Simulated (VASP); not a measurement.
## Fe: single point with r2SCAN

The system is Fe.

```
Fe
1.0
     0.00000    1.94174    1.96511
     1.49844    0.00000    1.96511
     1.49844    1.94174    0.00000
Fe
1
Direct
  0.00000 0.00000 0.00000
```

| Quantity | Value |
| --- | --- |
| Program | VASP 6.6.1 |
| Task | single point |
| Functional | r2SCAN |
| Potentials or basis | VASP PAW PBE potentials, release 64 (Fe) |
| Cutoff | 520 eV |
| k mesh | 14 × 14 × 14 |
| Occupations | fermi-dirac, width 0.1 eV |
| Spin | collinear spin, ferromagnetic start |
| Starting moments | [0.85] μB |
| Fixed moment | 0.85 μB |
| Dipole correction | no |
| Further INCAR settings | ALGO = Normal; EDIFF = 1e-06; NBANDS = 14 |

The pressure is -18.8 GPa. The net moment is 0.85 μB per cell, the site moments are Fe +0.89 μB and the valence electrons inside the program's atomic spheres are Fe 7.26.

Stress tensor (GPa, compression positive):
```
-19.36   0.00   0.00
  0.00 -16.91   0.00
  0.00   0.00 -20.07
```

Run time: 24 min on 1 thread of AMD EPYC 7R13 (shared host), peak memory 0.19 GiB.

Caveat: the cell stands under tension; the PAW data sets were made with another functional, which shifts forces and pressure a little; the total moment is fixed, so each spin has its own Fermi level.
